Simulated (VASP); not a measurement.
# P2Rh2W (I4/mmm) in VASP: a series of runs, part 2 of 2

VASP 6.6.1. The steps go on from the part before.

## 3. Single point, r2SCAN+U

Contents of POSCAR:

```
P2Rh2W
1.0
    0.0000000000      3.5915870000      0.0000000000
    3.5915870000      0.0000000000      0.0000000000
    1.7957930000      1.7957930000     -6.0041640000
W Rh P
1 2 2
Direct
    0.0000000000      0.0000000000      0.0000000000
    0.7500000000      0.2500000000      0.5000000000
    0.2500000000      0.7500000000      0.5000000000
    0.3600000000      0.3600000000      0.2800000000
    0.6400000000      0.6400000000      0.7200000000
```

Contents of INCAR.step1:

```
SYSTEM = P2Rh2W
PREC = Accurate ; ENCUT = 520
ISMEAR = 0 ; SIGMA = 0.0137
LREAL = .False. ; LASPH = .True.
NELM = 150 ; LMAXMIX = 4
LDAU = .True. ; LDAUTYPE = 1
LDAUL = -1 2 -1 ; LDAUU = 0 3.86 0
LDAUJ = 0 0.7 0 ; NBANDS = 35
GGA = PE ; ALGO = Normal
EDIFF = 1E-4 ; LWAVE = .True.
LCHARG = .False.
```

Contents of INCAR.step2:

```
SYSTEM = P2Rh2W
PREC = Accurate ; ENCUT = 520
EDIFF = 1E-6 ; ISMEAR = 0
SIGMA = 0.0137 ; LREAL = .False.
LASPH = .True. ; NELM = 150
ALGO = Normal ; ISIF = 2
LWAVE = .False. ; LCHARG = .False.
LMAXMIX = 4 ; LDAU = .True.
LDAUTYPE = 1 ; LDAUL = -1 2 -1
LDAUU = 0 3.86 0 ; LDAUJ = 0 0.7 0
LDAUPRINT = 1 ; METAGGA = R2SCAN
LMIXTAU = .True. ; NBANDS = 35
ISTART = 1
```

Contents of KPOINTS:

```
Automatic mesh
0
Gamma
  5 5 5
  0 0 0
```

Potentials or basis: VASP PAW PBE potentials, release 64 (W_sv, Rh_pv, P).

The run is started by

```
> cat potpaw_PBE.64/W_sv/POTCAR potpaw_PBE.64/Rh_pv/POTCAR potpaw_PBE.64/P/POTCAR > POTCAR
> cp INCAR.step1 INCAR
> mpirun -np 1 vasp_std > vasp.out
> cp INCAR.step2 INCAR
> mpirun -np 1 vasp_std > vasp.out
```

OUTCAR:

```text
SYSTEM = P2Rh2W
   PREC = Accurate
   ENCUT = 520
   EDIFF = 1E-6
   ISMEAR = 0
   LREAL = .False.
   LASPH = .True.
   NELM = 150
   ISIF = 2
   METAGGA = R2SCAN
   ISTART = 1

 ion  position               nearest neighbor table
   1  0.000  0.000  0.000-   4 3.05   5 3.05   5 3.05   5 3.05   4 3.05   4 3.05   5 3.05   4 3.05

   2  0.750  0.250  0.500-   4 2.23   5 2.23   4 2.23   5 2.23   3 2.54   3 2.54   3 2.54   3 2.54

   3  0.250  0.750  0.500-   4 2.23   5 2.23   4 2.23   5 2.23   2 2.54   2 2.54   2 2.54   2 2.54

   4  0.360  0.360  0.280-   2 2.23   3 2.23   3 2.23   2 2.23   1 3.05   1 3.05   1 3.05   1 3.05

   5  0.640  0.640  0.720-   2 2.23   3 2.23   3 2.23   2 2.23   1 3.05   1 3.05   1 3.05   1 3.05

  LATTYP: Found a body centered tetragonal cell.
 ALAT       =     3.5915870000
 C/A-ratio  =     3.3434601473

  Lattice vectors:

 A1 = (  -1.7957930000,   1.7957940000,   6.0041640000)
 A2 = (   1.7957940000,  -1.7957930000,   6.0041640000)
 A3 = (   1.7957930000,   1.7957930000,  -6.0041640000)

Analysis of symmetry for initial positions (statically):
=====================================================================
 Subroutine PRICEL returns:
 Original cell was already a primitive cell.

 Routine SETGRP: Setting up the symmetry group for a
 body centered tetragonal supercell.

 Subroutine GETGRP returns: Found 16 space group operations
 (whereof 16 operations were pure point group operations)
 out of a pool of 16 trial point group operations.

The static configuration has the point symmetry D_4h.

Analysis of symmetry for dynamics (positions and initial velocities):
[... 212 lines left out ...]
  o =  0.7634  v =  0.0000  0.0000  0.0000  0.0000  0.0000 -0.0000 -0.7067  0.0000 -0.7075  0.0000      0.0000  0.0000  0.0000  0.0000  0.0000  0.0000  0.0000  0.0000  0.0000  0.0000
  o =  0.8035  v = -0.0000 -0.0000 -1.0000 -0.0000 -0.0000  0.0000  0.0000  0.0000  0.0000  0.0000      0.0000  0.0000  0.0000  0.0000  0.0000  0.0000  0.0000  0.0000  0.0000  0.0000
  o =  0.8035  v =  0.0000  0.0000  0.0000  0.0000  0.0000 -0.0000 -0.0000 -1.0000 -0.0000 -0.0000      0.0000  0.0000  0.0000  0.0000  0.0000  0.0000  0.0000  0.0000  0.0000  0.0000
  o =  0.8100  v =  0.0000  0.0000  0.0000  0.0000  0.0000  0.0000 -0.0000 -0.0000  0.0000  1.0000      0.0000  0.0000  0.0000  0.0000  0.0000  0.0000  0.0000  0.0000  0.0000  0.0000
  o =  0.8100  v =  0.0000 -0.0000 -0.0000  0.0000  1.0000  0.0000  0.0000  0.0000  0.0000  0.0000      0.0000  0.0000  0.0000  0.0000  0.0000  0.0000  0.0000  0.0000  0.0000  0.0000

 number of electron      54.0000001 magnetization

 Free energy of the ion-electron system (eV)
  ---------------------------------------------------
  ext. energy  EPLUGINS =         0.00000000
  ---------------------------------------------------
  free energy    TOTEN  =      -108.92265345 eV

  energy without entropy =     -108.92161172  energy(sigma->0) =     -108.92213259

 E-fermi :  10.1333     XC(G=0): -13.2017

 val. band max:       10.1318477153   @ k =  -0.2000  -0.4000   0.2000
 cond. band min:      10.1399599980   @ k =  -0.2000   0.0000   0.2000
 fundamental gap:      0.0081122827
 Fermi energy:        10.1333313666

 k-point     1 :       0.0000    0.0000    0.0000
  band No.  band energies     occupation
      1     -66.5637      2.00000
      2     -38.3716      2.00000
      3     -38.3716      2.00000
      4     -37.9833      2.00000
      5     -37.7876      2.00000
      6     -37.6769      2.00000
[... 673 lines left out ...]
     34      14.1702      0.00000
     35      15.6383      0.00000

------------------------ aborting loop because EDIFF is reached ----------------------------------------

  FORCE on cell =-STRESS in cart. coord.  units (eV):
  Direction    XX          YY          ZZ          XY          YZ          ZX
  --------------------------------------------------------------------------------------
  -------------------------------------------------------------------------------------
  Total        5.2319927      5.2319927     -4.6694725     -0.0000000     -0.0000004     -0.0000004
  in kB      108.2311771    108.2311771    -96.5946502     -0.0000000     -0.0000080     -0.0000080
  external PRESSURE =      39.9559013 kB  Pullay stress =       0.0000000 kB

 VOLUME and BASIS-vectors are now :
 -----------------------------------------------------------------------------
  energy-cutoff  :      520.00
  volume of cell :       77.45
      direct lattice vectors                 reciprocal lattice vectors
     0.000000000  3.591587000  0.000000000     0.000000000  0.278428450  0.083275517
     3.591587000  0.000000000  0.000000000     0.278428450  0.000000000  0.083275517
     1.795793000  1.795793000 -6.004164000     0.000000000  0.000000000 -0.166551080

 POSITION                                       TOTAL-FORCE (eV/Angst)
 -----------------------------------------------------------------------------------
      0.00000      0.00000      0.00000        -0.000000     -0.000000     -0.000000
      1.79579      3.59159     -3.00208         0.000000      0.000000     -0.000000
      3.59159      1.79579     -3.00208        -0.000000     -0.000000     -0.000000
      1.79579      1.79579     -1.68117         0.000000      0.000000      4.127313
      3.59159      3.59159     -4.32300        -0.000000     -0.000000     -4.127313
 -----------------------------------------------------------------------------------
    total drift:                                0.000000      0.000000     -0.000000

  FREE ENERGIE OF THE ION-ELECTRON SYSTEM (eV)
  ---------------------------------------------------
  free  energy   TOTEN  =      -108.9226534537 eV

  energy  without entropy=     -108.9216117198  energy(sigma->0) =     -108.92213259
```

OSZICAR.step1:

```text
N       E                     dE             d eps       ncg     rms          rms(c)
DAV:   1     0.594894173498E+03    0.59489E+03   -0.30641E+04  1276   0.165E+03
DAV:   2    -0.544405260610E+01   -0.60034E+03   -0.58678E+03  1326   0.495E+02
DAV:   3    -0.327937569670E+02   -0.27350E+02   -0.26749E+02  1479   0.104E+02
DAV:   4    -0.333496478122E+02   -0.55589E+00   -0.55165E+00  1473   0.143E+01
DAV:   5    -0.333579836123E+02   -0.83358E-02   -0.83231E-02  1456   0.183E+00    0.362E+01
DAV:   6    -0.369044662389E+02   -0.35465E+01   -0.86058E+01  1325   0.238E+01    0.253E+01
DAV:   7    -0.310070216881E+02    0.58974E+01   -0.63291E+01  1427   0.393E+01    0.182E+01
DAV:   8    -0.296912442859E+02    0.13158E+01   -0.74683E+00  1313   0.134E+01    0.388E+00
DAV:   9    -0.296075976475E+02    0.83647E-01   -0.66234E-01  1361   0.337E+00    0.185E+00
DAV:  10    -0.296098907850E+02   -0.22931E-02   -0.15235E-02  1396   0.759E-01    0.106E+00
DAV:  11    -0.296135323388E+02   -0.36416E-02   -0.13270E-02  1343   0.639E-01    0.266E-01
DAV:  12    -0.296133968515E+02    0.13549E-03   -0.11072E-03  1364   0.205E-01    0.128E-01
DAV:  13    -0.296133846286E+02    0.12223E-04   -0.22612E-04   807   0.794E-02
   1 F= -.29613385E+02 E0= -.29612646E+02  d E =-.147789E-02
```

Run time: 4.2 min. Hardware: 1 thread of Intel Xeon 8259CL, shared host; peak memory 0.22 GiB.

Results:

```yaml
Free_energy: -108.9227 eV
Pressure: 4.0 GPa
Largest_force: 4.127 eV/Å
Band_gap_on_the_k_mesh: zero (bands 27 and 28 overlap by 0.73 eV)
```

Forces on the atoms (eV/Å):
```
W    0.000  0.000  0.000
Rh   0.000  0.000  0.000
Rh   0.000  0.000  0.000
P    0.000  0.000  4.127
P    0.000  0.000 -4.127
```

Levels at points of the mesh, in eV from the Fermi level:
```tsv
k point	band 25	band 26	band 27	band 28	band 29	band 30
(0.00, 0.00, 0.00)	-1.26	-0.14	0.66	1.05	2.18	2.18
```

Eigenvalues of the final occupation matrices:
```tsv
site	spin	trace	eigenvalues
site 2 d	1	3.88	0.74 0.76 0.76 0.80 0.81
site 2 d	2	3.88	0.74 0.76 0.76 0.80 0.81
site 3 d	1	3.88	0.74 0.76 0.76 0.80 0.81
site 3 d	2	3.88	0.74 0.76 0.76 0.80 0.81
```

Caveat: the k points lie up to 0.37 Å⁻¹ apart, too coarse for converged energies and pressures of a metal; the PAW data sets were made with another functional, which shifts forces and pressure a little; spin-orbit coupling is left out, which moves the levels of the heavy elements; U without spin polarisation on a metal has little footing; the U is typed as a test and isn't derived for this compound.
